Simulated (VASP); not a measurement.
# BiB (I-4m2) in VASP: single point with PBE

Aim: the single point of BiB with PBE.

All numbers are computed with VASP 6.6.1; they aren't measurements. Logs are shortened: lines on timing, memory, paths and dates and some standing lists are left out, and cuts for length are marked.

## Step 1: The cell of the first run

It takes space group I-4m2 (No. 119, tetragonal). The conventional cell has a = 3.670 Å, b = 3.670 Å, c = 5.675 Å, α = 90.00°, β = 90.00°, γ = 90.00°. B (site symmetry -4m2) has 4 Bi at 2.32 Å within 3.1 Å. Bi (site symmetry -4m2) has 4 B at 2.32 Å within 3.1 Å.

## Step 2: Single point, PBE (epitaxial xy strain -5.5%)

Input file INCAR:

```
SYSTEM = BiB
PREC = Accurate
ENCUT = 520
EDIFF = 1E-6
ISMEAR = -1
SIGMA = 0.02
LREAL = .False.
LASPH = .True.
NELM = 100
ALGO = Fast
ISIF = 2
LWAVE = .False.
LCHARG = .True.
GGA = PE
LELF = .True.
LVHAR = .True.
NBANDS = 16
```

Input file KPOINTS:

```
Automatic mesh
0
Gamma
  8 8 8
  0 0 0
```

Input file POSCAR:

```
BiB
1.0
    0.0000000000      2.5950043228      2.8373251947
    2.5950043228      0.0000000000      2.8373251947
    2.5950043228      2.5950043228      0.0000000000
B Bi
1 1
Direct
    0.0000000000      0.0000000000      0.0000000000
    0.2500000000      0.2500000000      0.2500000000
```

Potentials or basis: VASP PAW PBE potentials, release 64 (B, Bi_d).

Command:

```
$ cat potpaw_PBE.64/B/POTCAR potpaw_PBE.64/Bi_d/POTCAR > POTCAR
$ mpirun -np 1 vasp_std > vasp.out
```

OUTCAR:

```text
SYSTEM = BiB
   PREC = Accurate
   ENCUT = 520
   EDIFF = 1E-6
   ISMEAR = -1
   LREAL = .False.
   LASPH = .True.
   NELM = 100
   ISIF = 2
   GGA = PE

 ion  position               nearest neighbor table
   1  0.000  0.000  0.000-   2 2.32   2 2.32   2 2.32   2 2.32
   2  0.250  0.250  0.250-   1 2.32   1 2.32   1 2.32   1 2.32

  LATTYP: Found a body centered tetragonal cell.
 ALAT       =     3.6698903077
 C/A-ratio  =     1.5462724805

  Lattice vectors:

 A1 = (  -2.5950043228,   0.0000000000,   2.8373251947)
 A2 = (   2.5950043228,   0.0000000000,   2.8373251947)
 A3 = (   0.0000000000,   2.5950043228,  -2.8373251947)

Analysis of symmetry for initial positions (statically):
=====================================================================
 Subroutine PRICEL returns:
 Original cell was already a primitive cell.

 Routine SETGRP: Setting up the symmetry group for a
 body centered tetragonal supercell.

 Subroutine GETGRP returns: Found  8 space group operations
 (whereof  8 operations were pure point group operations)
 out of a pool of 16 trial point group operations.

The static configuration has the point symmetry D_2d.

Analysis of symmetry for dynamics (positions and initial velocities):
=====================================================================
 Subroutine PRICEL returns:
 Original cell was already a primitive cell.

 Routine SETGRP: Setting up the symmetry group for a
 body centered tetragonal supercell.

 Subroutine GETGRP returns: Found  8 space group operations
 (whereof  8 operations were pure point group operations)
 out of a pool of 16 trial point group operations.

The dynamic configuration has the point symmetry D_2d.

 Subroutine INISYM returns: Found  8 space group operations
 (whereof  8 operations are pure point group operations),
 and found     1 'primitive' translations

----------------------------------------------------------------------------------------

                                     Primitive cell

  volume of cell :      38.2134

  direct lattice vectors                    reciprocal lattice vectors
     0.000000000  2.595004323  2.837325195    -0.192677906  0.192677906  0.176222310
     2.595004323  0.000000000  2.837325195     0.192677906 -0.192677906  0.176222310
     2.595004323  2.595004323  0.000000000     0.192677906  0.192677906 -0.176222310

  length of vectors
     3.845056787  3.845056787  3.669890308     0.324505553  0.324505553  0.324505553

  position of ions in fractional coordinates (direct lattice)
     0.000000000  0.000000000  0.000000000
     0.250000000  0.250000000  0.250000000

  ion indices of the primitive-cell ions
   primitive index   ion index
                 1           1
                 2           2

----------------------------------------------------------------------------------------

 KPOINTS: Automatic mesh

Automatic generation of k-mesh.
 Grid dimensions read from file:
 generate k-points for:    8    8    8

 Generating k-lattice:

  Cartesian coordinates                     Fractional coordinates (reciprocal lattice)
    -0.024084738  0.024084738  0.022027789     0.125000000  0.000000000  0.000000000
     0.024084738 -0.024084738  0.022027789     0.000000000  0.125000000  0.000000000
     0.024084738  0.024084738 -0.022027789    -0.000000000 -0.000000000  0.125000000

  Length of vectors
     0.040563194  0.040563194  0.040563194

  Shift w.r.t. Gamma in fractional coordinates (k-lattice)
     0.000000000  0.000000000  0.000000000

 Subroutine IBZKPT returns following result:
 ===========================================

 Found     59 irreducible k-points:

 Following reciprocal coordinates:
            Coordinates               Weight
  0.000000  0.000000  0.000000      1.000000
  0.125000  0.000000  0.000000      8.000000
  0.250000  0.000000  0.000000      8.000000
  0.375000 -0.000000  0.000000      8.000000
  0.500000  0.000000  0.000000      4.000000
  0.125000  0.125000  0.000000      2.000000
[... 16 lines left out ...]
  0.250000  0.000000  0.125000     16.000000
  0.375000  0.000000  0.125000     16.000000
 [... further k-points ...]
   k-points           NKPTS =     59   k-points in BZ     NKDIM =     59   number of bands    NBANDS=     16
   number of dos      NEDOS =    301   number of ions     NIONS =      2
   total plane-waves  NPLWV =  25200
   dimension x,y,z NGX =    30 NGY =   30 NGZ =   28
   dimension x,y,z NGXF=    60 NGYF=   60 NGZF=   56
   ions per type =               1   1
   NGX,Y,Z   is equivalent  to a cutoff of  12.97, 12.97, 12.68 a.u.
   NGXF,Y,Z  is equivalent  to a cutoff of  25.94, 25.94, 25.37 a.u.
 SYSTEM =  BiB
   PREC   = accura    normal or accurate (medium, high low for compatibility)
   ISTART =      0    job   : 0-new  1-cont  2-samecut
   ICHARG =      2    charge: 1-file 2-atom 10-const
   ISPIN  =      1    spin polarized calculation?
   LNONCOLLINEAR =      F non collinear calculations
   LSORBIT =      F    spin-orbit coupling
   LASPH  =      T    aspherical Exc in radial PAW
   ENCUT  =  520.0 eV  38.22 Ry    6.18 a.u.   7.15  7.15  6.82*2*pi/ulx,y,z
   NELM   =    100;   NELMIN=  2; NELMDL= -5     # of ELM steps
   EDIFF  = 0.1E-05   stopping-criterion for ELM
   LREAL  =      F    real-space projection
   EDIFFG = 0.1E-04   stopping-criterion for IOM
   NSW    =      0    number of steps for IOM
   IBRION =     -1    ionic relax: 0-MD 1-quasi-New 2-CG
   NFREE  =      0    steps in history (QN), initial steepest desc. (CG)
   ISIF   =      2    stress and relaxation
   ISYM   =      2    0-nonsym 1-usesym 2-fastsym
   POTIM  = 0.5000    time-step for ionic-motion
   TEBEG  =    0.0;   TEEND  =   0.0 temperature during run
   PSTRESS=    0.0 pullay stress
   NELECT =      18.0000    total number of electrons
   NUPDOWN=      -1.0000    fix difference up-down
   EMIN   =  10.00;   EMAX   =-10.00  energy-range for DOS
   EFERMI =   0.00;   METHOD = LEGACY
   ISMEAR =    -1;   SIGMA  =   0.02  broadening in eV -4-tet -1-fermi 0-gaus
   EFERMI_NEDOS =   21; number of points for ismear=-14 and -15
   IALGO  =     68    algorithm
   IMIX   =      4    mixing-type and parameters
     AMIX     =   0.40;   BMIX     =  1.00
     AMIX_MAG =   1.60;   BMIX_MAG =  1.00
  volume/ion in A,a.u.               =      19.11       128.94
  Fermi-wavevector in a.u.,A,eV,Ry     =   1.273778  2.407092 22.075611  1.622512
  Thomas-Fermi vector in A             =   2.406583
   LORBIT       =      0    0 simple, 1 ext, 2 COOP (PROOUT), +10 PAW based schemes
   GGA     = PE    functional components
   LHFCALC =     F    Hartree Fock is set to
   AEXX    =    0.0000 exact exchange contribution
   IVDW    =     0    specifies the selected vdW correction
   LEPSILON=     F    determine dielectric tensor
   LRPA    =     F    only Hartree local field effects (RPA)
 non-spin polarized calculation
 RMM-DIIS sequential band-by-band and
  energy-cutoff  :      520.00
  volume of cell :       38.21
 maximum number of plane-waves:      1046
 NGX is ok and might be reduce to    30
   NGX = 15   NGY = 15   NGZ = 13

 number of electron      18.0000000 magnetization

 Free energy of the ion-electron system (eV)
  ---------------------------------------------------
  ext. energy  EPLUGINS =         0.00000000
  ---------------------------------------------------
  free energy    TOTEN  =        -8.82498437 eV

  energy without entropy =       -8.82486878  energy(sigma->0) =       -8.82492657

 E-fermi :   8.4301     XC(G=0): -10.4040

 val. band max:        8.3868571418   @ k =   0.0000   0.0000   0.0000
 cond. band min:       8.4882562348   @ k =   0.3750   0.0000   0.3750
 fundamental gap:      0.1013990930
 Fermi energy:         8.4300602033

 k-point     1 :       0.0000    0.0000    0.0000
  band No.  band energies     occupation
      1     -15.2262      2.00000
      2     -15.1675      2.00000
      3     -15.1674      2.00000
      4     -15.0787      2.00000
      5     -15.0772      2.00000
      6      -6.6625      2.00000
[... 8 lines left out ...]
     15      17.6154      0.00000
     16      18.5752      0.00000

 k-point     2 :       0.1250    0.0000    0.0000
  band No.  band energies     occupation
      1     -15.2169      2.00000
      2     -15.1668      2.00000
      3     -15.1604      2.00000
      4     -15.0790      2.00000
      5     -15.0760      2.00000
      6      -6.4431      2.00000
[... 8 lines left out ...]
     15      17.1570      0.00000
     16      18.5864      0.00000

 k-point     3 :       0.2500    0.0000    0.0000
  band No.  band energies     occupation
      1     -15.1987      2.00000
      2     -15.1667      2.00000
      3     -15.1469      2.00000
      4     -15.0795      2.00000
      5     -15.0641      2.00000
      6      -5.8086      2.00000
[... 8 lines left out ...]
     15      17.7805      0.00000
     16      17.9813      0.00000

 k-point     4 :       0.3750   -0.0000    0.0000
  band No.  band energies     occupation
      1     -15.1868      2.00000
      2     -15.1684      2.00000
      3     -15.1409      2.00000
      4     -15.0723      2.00000
      5     -15.0444      2.00000
      6      -4.8977      2.00000
[... 8 lines left out ...]
     15      18.5873      0.00000
     16      18.9722      0.00000

 k-point     5 :       0.5000    0.0000    0.0000
  band No.  band energies     occupation
      1     -15.1836      2.00000
      2     -15.1695      2.00000
      3     -15.1408      2.00000
      4     -15.0670      2.00000
      5     -15.0343      2.00000
      6      -4.3235      2.00000
[... 8 lines left out ...]
     15      19.4623      0.00000
     16      20.0152      0.00000

 k-point     6 :       0.1250    0.1250    0.0000
  band No.  band energies     occupation
      1     -15.2319      2.00000
      2     -15.1536      2.00000
      3     -15.1535      2.00000
      4     -15.0827      2.00000
      5     -15.0732      2.00000
      6      -6.4022      2.00000
[... 8 lines left out ...]
     15      16.1715      0.00000
     16      20.0587      0.00000

 k-point     7 :       0.2500    0.1250    0.0000
  band No.  band energies     occupation
      1     -15.2272      2.00000
      2     -15.1445      2.00000
      3     -15.1384      2.00000
      4     -15.0811      2.00000
      5     -15.0702      2.00000
      6      -5.9339      2.00000
[... 8 lines left out ...]
     15      17.7806      0.00000
     16      19.4659      0.00000

 k-point     8 :       0.3750    0.1250    0.0000
  band No.  band energies     occupation
      1     -15.2095      2.00000
      2     -15.1473      2.00000
      3     -15.1295      2.00000
      4     -15.0661      2.00000
      5     -15.0660      2.00000
      6      -5.1137      2.00000
[... 8 lines left out ...]
     15      18.0426      0.00000
     16      19.4833      0.00000

 k-point     9 :       0.5000    0.1250    0.0000
  band No.  band energies     occupation
      1     -15.1927      2.00000
      2     -15.1560      2.00000
      3     -15.1297      2.00000
      4     -15.0654      2.00000
      5     -15.0473      2.00000
      6      -4.2948      2.00000
[... 8 lines left out ...]
     15      18.9849      0.00000
     16      19.7637      0.00000
[... 172 lines left out ...]
 k-point    19 :       0.5000    0.3750    0.0000
  band No.  band energies     occupation
      1     -15.2495      2.00000
      2     -15.1059      2.00000
      3     -15.0815      2.00000
      4     -15.0786      2.00000
      5     -15.0549      2.00000
      6      -3.8641      2.00000
[... 8 lines left out ...]
     15      21.6108      0.00000
     16      21.9379      0.00000

 k-point    20 :      -0.3750    0.3750    0.0000
  band No.  band energies     occupation
      1     -15.2222      2.00000
      2     -15.1095      2.00000
      3     -15.0841      2.00000
      4     -15.0823      2.00000
      5     -15.0675      2.00000
      6      -3.5682      2.00000
[... 8 lines left out ...]
     15      20.1071      0.00000
     16      21.1246      0.00000

 k-point    21 :       0.5000    0.5000    0.0000
  band No.  band energies     occupation
      1     -15.2635      2.00000
      2     -15.1110      2.00000
      3     -15.0706      2.00000
      4     -15.0706      2.00000
      5     -15.0500      2.00000
      6      -3.6748      2.00000
[... 8 lines left out ...]
     15      21.8384      0.00000
     16      22.6088      0.00000

 k-point    22 :       0.1250    0.0000    0.1250
  band No.  band energies     occupation
      1     -15.2037      2.00000
      2     -15.1767      2.00000
      3     -15.1556      2.00000
      4     -15.0854      2.00000
      5     -15.0708      2.00000
      6      -6.3531      2.00000
[... 8 lines left out ...]
     15      16.9013      0.00000
     16      18.4879      0.00000

 k-point    23 :       0.2500    0.0000    0.1250
  band No.  band energies     occupation
      1     -15.1854      2.00000
      2     -15.1761      2.00000
      3     -15.1431      2.00000
      4     -15.0918      2.00000
      5     -15.0602      2.00000
      6      -5.8388      2.00000
[... 8 lines left out ...]
     15      17.4641      0.00000
     16      19.0377      0.00000

 k-point    24 :       0.3750    0.0000    0.1250
  band No.  band energies     occupation
      1     -15.1827      2.00000
      2     -15.1618      2.00000
      3     -15.1370      2.00000
      4     -15.0881      2.00000
      5     -15.0441      2.00000
      6      -4.9898      2.00000
[... 8 lines left out ...]
     15      18.1171      0.00000
     16      19.7985      0.00000

 [... further k-points ...]

------------------------ aborting loop because EDIFF is reached ----------------------------------------

  FORCE on cell =-STRESS in cart. coord.  units (eV):
  Direction    XX          YY          ZZ          XY          YZ          ZX
  --------------------------------------------------------------------------------------
  -------------------------------------------------------------------------------------
  Total        2.8943014      2.8943014      0.4087836      0.0000000      0.0000000      0.0000000
  in kB      121.3497977    121.3497977     17.1391303      0.0000000      0.0000000      0.0000000
  external PRESSURE =      86.6129085 kB  Pullay stress =       0.0000000 kB

 VOLUME and BASIS-vectors are now :
 -----------------------------------------------------------------------------
  energy-cutoff  :      520.00
  volume of cell :       38.21
      direct lattice vectors                 reciprocal lattice vectors
     0.000000000  2.595004323  2.837325195    -0.192677906  0.192677906  0.176222310
     2.595004323  0.000000000  2.837325195     0.192677906 -0.192677906  0.176222310
     2.595004323  2.595004323  0.000000000     0.192677906  0.192677906 -0.176222310

 POSITION                                       TOTAL-FORCE (eV/Angst)
 -----------------------------------------------------------------------------------
      0.00000      0.00000      0.00000        -0.000000     -0.000000      0.000000
      1.29750      1.29750      1.41866         0.000000      0.000000     -0.000000
 -----------------------------------------------------------------------------------
    total drift:                                0.000002      0.000002     -0.000006

  FREE ENERGIE OF THE ION-ELECTRON SYSTEM (eV)
  ---------------------------------------------------
  free  energy   TOTEN  =        -8.8249843699 eV

  energy  without entropy=       -8.8248687800  energy(sigma->0) =       -8.82492657
```

Wall time 22 s (1 thread of Intel Xeon 6975P-C (Granite Rapids), shared host); peak memory 0.18 GiB.

What came out:

| Quantity | Value |
| --- | --- |
| Free energy | -8.8250 eV |
| Pressure | 8.7 GPa |
| Band gap on the k mesh | 0.10 eV (least direct gap 0.55 eV) |

Caveat: the cell differs from its parent crystal (epitaxial xy strain -5.5%); the cell stands under pressure; spin-orbit coupling is left out, which moves the levels of the heavy elements. A k mesh can miss the band edges.
